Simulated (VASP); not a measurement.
# AlN (P1) in VASP: single point with PBEsol

Aim: the single point of AlN with PBEsol.

Program: VASP 6.6.1. These are calculated values, not measurements. Logs are shortened: lines on timing, memory, paths and dates and some standing lists are left out, and cuts for length are marked.

### 1 The cell of the first run

The typed cell holds 8 atoms: a = 6.624 Å, b = 3.312 Å, c = 4.188 Å, α = 90.00°, β = 90.00°, γ = 120.00°.

### 2 Single point, PBEsol

Contents of INCAR:

```
SYSTEM = AlN
PREC     = Accurate       ! precision mode
ENCUT    = 520            ! plane-wave cutoff, eV
EDIFF    = 1E-6           ! SCF threshold, eV
ISMEAR   = 0              ! smearing method
SIGMA    = 0.01           ! smearing width, eV
LREAL    = .False.        ! projectors in reciprocal space
LASPH    = .True.         ! aspherical terms in the spheres
NELM     = 120            ! most SCF steps
ALGO     = Normal         ! electronic algorithm
ISIF     = 2              ! what is computed and relaxed
LWAVE    = .False.        ! write WAVECAR
LCHARG   = .False.        ! write CHGCAR
GGA      = PS             ! functional
NBANDS   = 26             ! bands
GGA_COMPAT= .False.
```

Contents of KPOINTS:

```
Automatic mesh
0
Gamma
  3 3 2
  0.5 0.5 0.5
```

Contents of POSCAR:

```
AlN
1.0
    6.6242314800      0.0000000000      0.0000000000
   -1.6560578700      2.8683763700      0.0000000000
    0.0000000000      0.0000000000      4.1875630000
Al N
4 4
Direct
    0.1694973833      0.6879191380      0.7306075156
    0.3244019420      0.3254165003      0.2451201331
    0.6706249615      0.6653837411      0.7531896237
    0.8299840862      0.3210858274      0.2594263059
    0.1630218674      0.6286824905      0.2550676850
    0.3525957682      0.3319515563      0.7583565907
    0.6579912057      0.6715363507      0.2483222342
    0.8369696812      0.3682044696      0.7607066449
```

Potentials or basis: VASP PAW PBE potentials, release 64 (Al, N).

Launch:

```
$ cat potpaw_PBE.64/Al/POTCAR potpaw_PBE.64/N/POTCAR > POTCAR
$ mpirun -np 1 vasp_std > vasp.out
```

OUTCAR:

```text
SYSTEM = AlN
   PREC = Accurate
   ENCUT = 520
   EDIFF = 1E-6
   ISMEAR = 0
   LREAL = .False.
   LASPH = .True.
   NELM = 120
   ISIF = 2
   GGA = PS

 ion  position               nearest neighbor table
   1  0.169  0.688  0.731-   6 1.86   8 1.91   5 2.00   6 2.07   5 2.20   2 2.73   4 2.77   2 2.80
                             2 2.83   2 2.89   4 2.95   3 3.27   3 3.28   3 3.35   3 3.36
   2  0.324  0.325  0.245-   5 1.80   7 1.91   5 2.00   6 2.05   6 2.16   1 2.73   1 2.80   1 2.83
                             3 2.86   1 2.89   3 2.91   4 3.27   4 3.30   4 3.32   4 3.36
   3  0.671  0.665  0.753-   8 1.81   6 1.83   8 2.02   7 2.08   7 2.12   4 2.80   4 2.81   4 2.83
                             4 2.85   2 2.86   2 2.91   1 3.27   1 3.28   1 3.35   1 3.36
   4  0.830  0.321  0.259-   7 1.86   5 1.91   7 1.99   8 2.09   8 2.10   1 2.77   3 2.80   3 2.81
                             3 2.83   3 2.85   1 2.95   2 3.27   2 3.30   2 3.32   2 3.36
   5  0.163  0.629  0.255-   2 1.80   4 1.91   1 2.00   2 2.00   1 2.20
   6  0.353  0.332  0.758-   3 1.83   1 1.86   2 2.05   1 2.07   2 2.16
   7  0.658  0.672  0.248-   4 1.86   2 1.91   4 1.99   3 2.08   3 2.12
   8  0.837  0.368  0.761-   3 1.81   1 1.91   3 2.02   4 2.09   4 2.10

  Warning from LATTYP: Monoclinic adjustment (A1->A3, A2->A1, A3->A2)!
  LATTYP: Found a simple orthorhombic cell.
 ALAT       =     3.3121157390
 B/A-ratio  =     1.2643166272
 C/A-ratio  =     1.7320508079

  Lattice vectors:

 A1 = (  -1.6560578700,   2.8683763700,   0.0000000000)
 A2 = (   0.0000000000,   0.0000000000,   4.1875630000)
 A3 = (   4.9681736100,   2.8683763700,   0.0000000000)

Analysis of symmetry for initial positions (statically):
=====================================================================
 Subroutine PRICEL returns:
 Original cell was already a primitive cell.

 Routine SETGRP: Setting up the symmetry group for a
 simple orthorhombic supercell.

 Subroutine GETGRP returns: Found  1 space group operations
 (whereof  1 operations were pure point group operations)
 out of a pool of  8 trial point group operations.

The static configuration has the point symmetry C_1 .

Analysis of symmetry for dynamics (positions and initial velocities):
=====================================================================
 Subroutine PRICEL returns:
 Original cell was already a primitive cell.

 Routine SETGRP: Setting up the symmetry group for a
 simple orthorhombic supercell.

 Subroutine GETGRP returns: Found  1 space group operations
 (whereof  1 operations were pure point group operations)
 out of a pool of  8 trial point group operations.

The dynamic configuration has the point symmetry C_1 .

 Subroutine INISYM returns: Found  1 space group operations
 (whereof  1 operations are pure point group operations),
 and found     1 'primitive' translations

----------------------------------------------------------------------------------------

                                     Primitive cell

  volume of cell :      79.5670

  direct lattice vectors                    reciprocal lattice vectors
     6.624231480  0.000000000  0.000000000     0.150960908  0.087157321  0.000000000
    -1.656057870  2.868376370  0.000000000     0.000000000  0.348629284  0.000000000
     0.000000000  0.000000000  4.187563000     0.000000000  0.000000000  0.238802377

  length of vectors
     6.624231480  3.312115739  4.187563000     0.174314642  0.348629284  0.238802377

  position of ions in fractional coordinates (direct lattice)
     0.169497383  0.687919138  0.730607516
     0.324401942  0.325416500  0.245120133
     0.670624962  0.665383741  0.753189624
     0.829984086  0.321085827  0.259426306
     0.163021867  0.628682490  0.255067685
     0.352595768  0.331951556  0.758356591
     0.657991206  0.671536351  0.248322234
     0.836969681  0.368204470  0.760706645

  ion indices of the primitive-cell ions
   primitive index   ion index
                 1           1
                 2           2
                 3           3
                 4           4
                 5           5
                 6           6
                 7           7
                 8           8

----------------------------------------------------------------------------------------

 KPOINTS: Automatic mesh

Automatic generation of k-mesh.
 Grid dimensions read from file:
 generate k-points for:    3    3    2

 Generating k-lattice:

  Cartesian coordinates                     Fractional coordinates (reciprocal lattice)
     0.050320303  0.029052440  0.000000000     0.333333333  0.000000000  0.000000000
     0.000000000  0.116209761  0.000000000     0.000000000  0.333333333  0.000000000
     0.000000000  0.000000000  0.119401189     0.000000000  0.000000000  0.500000000

  Length of vectors
     0.058104881  0.116209761  0.119401189

  Shift w.r.t. Gamma in fractional coordinates (k-lattice)
     0.500000000  0.500000000  0.500000000

 Subroutine IBZKPT returns following result:
 ===========================================

 Found      9 irreducible k-points:

 Following reciprocal coordinates:
            Coordinates               Weight
  0.166667  0.166667  0.250000      2.000000
  0.500000  0.166667 -0.250000      2.000000
 -0.166667 -0.166667  0.250000      2.000000
  0.500000 -0.166667 -0.250000      2.000000
 -0.166667  0.166667  0.250000      2.000000
 -0.166667  0.166667 -0.250000      2.000000
  0.166667  0.500000  0.250000      2.000000
 -0.166667  0.500000  0.250000      2.000000
  0.500000  0.500000  0.250000      2.000000
   k-points           NKPTS =      9   k-points in BZ     NKDIM =      9   number of bands    NBANDS=     26
   number of dos      NEDOS =    301   number of ions     NIONS =      8
   total plane-waves  NPLWV =  44800
   dimension x,y,z NGX =    50 NGY =   28 NGZ =   32
   dimension x,y,z NGXF=   100 NGYF=   56 NGZF=   64
   ions per type =               4   4
   NGX,Y,Z   is equivalent  to a cutoff of  12.55, 14.05, 12.70 a.u.
   NGXF,Y,Z  is equivalent  to a cutoff of  25.10, 28.11, 25.41 a.u.
 SYSTEM =  AlN
   PREC   = accura    normal or accurate (medium, high low for compatibility)
   ISTART =      0    job   : 0-new  1-cont  2-samecut
   ICHARG =      2    charge: 1-file 2-atom 10-const
   ISPIN  =      1    spin polarized calculation?
   LNONCOLLINEAR =      F non collinear calculations
   LSORBIT =      F    spin-orbit coupling
   LASPH  =      T    aspherical Exc in radial PAW
   ENCUT  =  520.0 eV  38.22 Ry    6.18 a.u.  12.32  6.16  7.79*2*pi/ulx,y,z
   NELM   =    120;   NELMIN=  2; NELMDL= -5     # of ELM steps
   EDIFF  = 0.1E-05   stopping-criterion for ELM
   LREAL  =      F    real-space projection
   EDIFFG = 0.1E-04   stopping-criterion for IOM
   NSW    =      0    number of steps for IOM
   IBRION =     -1    ionic relax: 0-MD 1-quasi-New 2-CG
   NFREE  =      0    steps in history (QN), initial steepest desc. (CG)
   ISIF   =      2    stress and relaxation
   ISYM   =      2    0-nonsym 1-usesym 2-fastsym
   POTIM  = 0.5000    time-step for ionic-motion
   TEBEG  =    0.0;   TEEND  =   0.0 temperature during run
   PSTRESS=    0.0 pullay stress
   NELECT =      32.0000    total number of electrons
   NUPDOWN=      -1.0000    fix difference up-down
   EMIN   =  10.00;   EMAX   =-10.00  energy-range for DOS
   EFERMI =   0.00;   METHOD = LEGACY
   ISMEAR =     0;   SIGMA  =   0.01  broadening in eV -4-tet -1-fermi 0-gaus
   EFERMI_NEDOS =   21; number of points for ismear=-14 and -15
   IALGO  =     38    algorithm
   IMIX   =      4    mixing-type and parameters
     AMIX     =   0.40;   BMIX     =  1.00
     AMIX_MAG =   1.60;   BMIX_MAG =  1.00
  volume/ion in A,a.u.               =       9.95        67.12
  Fermi-wavevector in a.u.,A,eV,Ry     =   1.208409  2.283561 19.867928  1.460251
  Thomas-Fermi vector in A             =   2.344017
   LORBIT       =      0    0 simple, 1 ext, 2 COOP (PROOUT), +10 PAW based schemes
   GGA     = PS    functional components
   LHFCALC =     F    Hartree Fock is set to
   AEXX    =    0.0000 exact exchange contribution
   IVDW    =     0    specifies the selected vdW correction
   LEPSILON=     F    determine dielectric tensor
   LRPA    =     F    only Hartree local field effects (RPA)
 non-spin polarized calculation
 Gauss-broadening in eV      SIGMA  =   0.01
  energy-cutoff  :      520.00
  volume of cell :       79.57
 maximum number of plane-waves:      2148
 NGX is ok and might be reduce to    50
   NGX = 25   NGY = 13   NGZ = 15

 number of electron      32.0000002 magnetization

 Free energy of the ion-electron system (eV)
  ---------------------------------------------------
  ext. energy  EPLUGINS =         0.00000000
  ---------------------------------------------------
  free energy    TOTEN  =       -61.37121564 eV

  energy without entropy =      -61.37121564  energy(sigma->0) =      -61.37121564

 E-fermi :   7.1485     XC(G=0): -11.3513

 val. band max:        7.0636944038   @ k =   0.5000  -0.1667  -0.2500
 cond. band min:      12.2471503377   @ k =   0.1667   0.5000   0.2500
 fundamental gap:      5.1834559338
 Fermi energy:         7.1484829108

 k-point     1 :       0.1667    0.1667    0.2500
  band No.  band energies     occupation
      1      -8.0486      2.00000
      2      -7.2702      2.00000
      3      -5.9873      2.00000
      4      -5.7292      2.00000
      5       1.1695      2.00000
      6       1.6507      2.00000
[... 18 lines left out ...]
     25      17.1449      0.00000
     26      17.8604      0.00000

 k-point     2 :       0.5000    0.1667   -0.2500
  band No.  band energies     occupation
      1      -8.0408      2.00000
      2      -7.2908      2.00000
      3      -5.9585      2.00000
      4      -5.7414      2.00000
      5       1.1804      2.00000
      6       1.5920      2.00000
[... 18 lines left out ...]
     25      17.3502      0.00000
     26      17.8136      0.00000

 k-point     3 :      -0.1667   -0.1667    0.2500
  band No.  band energies     occupation
      1      -8.0496      2.00000
      2      -7.2714      2.00000
      3      -5.9752      2.00000
      4      -5.7377      2.00000
      5       1.1403      2.00000
      6       1.6418      2.00000
[... 18 lines left out ...]
     25      17.2079      0.00000
     26      17.8371      0.00000

 k-point     4 :       0.5000   -0.1667   -0.2500
  band No.  band energies     occupation
      1      -8.0396      2.00000
      2      -7.2922      2.00000
      3      -5.9541      2.00000
      4      -5.7469      2.00000
      5       1.1868      2.00000
      6       1.6020      2.00000
[... 18 lines left out ...]
     25      17.5019      0.00000
     26      17.7735      0.00000

 k-point     5 :      -0.1667    0.1667    0.2500
  band No.  band energies     occupation
      1      -8.3299      2.00000
      2      -6.6137      2.00000
      3      -6.1583      2.00000
      4      -5.8769      2.00000
      5       0.9204      2.00000
      6       1.7310      2.00000
[... 18 lines left out ...]
     25      17.0631      0.00000
     26      17.8613      0.00000

 k-point     6 :      -0.1667    0.1667   -0.2500
  band No.  band energies     occupation
      1      -8.3313      2.00000
      2      -6.6123      2.00000
      3      -6.1426      2.00000
      4      -5.8929      2.00000
      5       0.9180      2.00000
      6       1.7457      2.00000
[... 18 lines left out ...]
     25      16.9919      0.00000
     26      18.0065      0.00000

 k-point     7 :       0.1667    0.5000    0.2500
  band No.  band energies     occupation
      1      -6.9803      2.00000
      2      -6.8040      2.00000
      3      -6.0393      2.00000
      4      -5.7390      2.00000
      5       0.5425      2.00000
      6       0.7582      2.00000
[... 18 lines left out ...]
     25      17.9107      0.00000
     26      18.2116      0.00000

 k-point     8 :      -0.1667    0.5000    0.2500
  band No.  band energies     occupation
      1      -6.9797      2.00000
      2      -6.8043      2.00000
      3      -6.0376      2.00000
      4      -5.7419      2.00000
      5       0.5891      2.00000
      6       0.7262      2.00000
[... 18 lines left out ...]
     25      17.7987      0.00000
     26      18.2853      0.00000

 k-point     9 :       0.5000    0.5000    0.2500
  band No.  band energies     occupation
      1      -7.0239      2.00000
      2      -6.8673      2.00000
      3      -5.9697      2.00000
      4      -5.6927      2.00000
      5       1.1219      2.00000
      6       1.3134      2.00000
[... 18 lines left out ...]
     25      17.3880      0.00000
     26      17.4442      0.00000

------------------------ aborting loop because EDIFF is reached ----------------------------------------

  FORCE on cell =-STRESS in cart. coord.  units (eV):
  Direction    XX          YY          ZZ          XY          YZ          ZX
  --------------------------------------------------------------------------------------
  -------------------------------------------------------------------------------------
  Total        1.6920426     -1.8299457     -1.1796975      0.4193986      0.0284446     -0.0563689
  in kB       34.0713144    -36.8481586    -23.7546289      8.4450964      0.5727653     -1.1350557
  external PRESSURE =      -8.8438244 kB  Pullay stress =       0.0000000 kB

 VOLUME and BASIS-vectors are now :
 -----------------------------------------------------------------------------
  energy-cutoff  :      520.00
  volume of cell :       79.57
      direct lattice vectors                 reciprocal lattice vectors
     6.624231480  0.000000000  0.000000000     0.150960908  0.087157321  0.000000000
    -1.656057870  2.868376370  0.000000000     0.000000000  0.348629284  0.000000000
     0.000000000  0.000000000  4.187563000     0.000000000  0.000000000  0.238802377

 POSITION                                       TOTAL-FORCE (eV/Angst)
 -----------------------------------------------------------------------------------
     -0.01644      1.97321      3.05946         0.839588     -1.144438      0.748752
      1.61001      0.93342      1.02646         1.952957     -0.582572     -0.235777
      3.34046      1.90857      3.15403        -0.643492      1.360131      0.119322
      4.96627      0.92100      1.08636        -0.668662      0.660432     -0.445781
      0.03876      1.80330      1.06811        -1.500413      1.482700      0.186163
      1.78595      0.95216      3.17567        -2.400333     -0.280734     -0.361284
      3.24658      1.92622      1.03987         0.892962     -0.271300      0.531949
      4.93451      1.05615      3.18551         1.527392     -1.224219     -0.543344
 -----------------------------------------------------------------------------------
    total drift:                                0.000234     -0.000310      0.000199

  FREE ENERGIE OF THE ION-ELECTRON SYSTEM (eV)
  ---------------------------------------------------
  free  energy   TOTEN  =       -61.3712156377 eV

  energy  without entropy=      -61.3712156377  energy(sigma->0) =      -61.37121564
```

Run time: 27 s. Hardware: 1 thread of Intel Xeon Platinum 8375C at 2.90GHz (Ice Lake), shared host; peak memory 0.19 GiB.

What came out:

```yaml
Free_energy: -61.3712 eV
Pressure: -0.9 GPa
Largest_force: 2.444 eV/Å
Band_gap_on_the_k_mesh: 5.18 eV
```

Forces on the atoms (eV/Å):
```
Al   0.840 -1.144  0.749
Al   1.953 -0.583 -0.236
Al  -0.643  1.360  0.119
Al  -0.669  0.660 -0.446
N   -1.500  1.483  0.186
N   -2.400 -0.281 -0.361
N    0.893 -0.271  0.532
N    1.527 -1.224 -0.543
```

Stress tensor (GPa, compression positive):
```
 3.41  0.84 -0.11
 0.84 -3.68  0.06
-0.11  0.06 -2.38
```

Caveat: the k points lie up to 0.75 Å⁻¹ apart; the PAW data sets were made with another functional, which shifts forces and pressure a little; a shifted mesh leaves out Γ, where band edges can lie. A k mesh can miss the band edges.
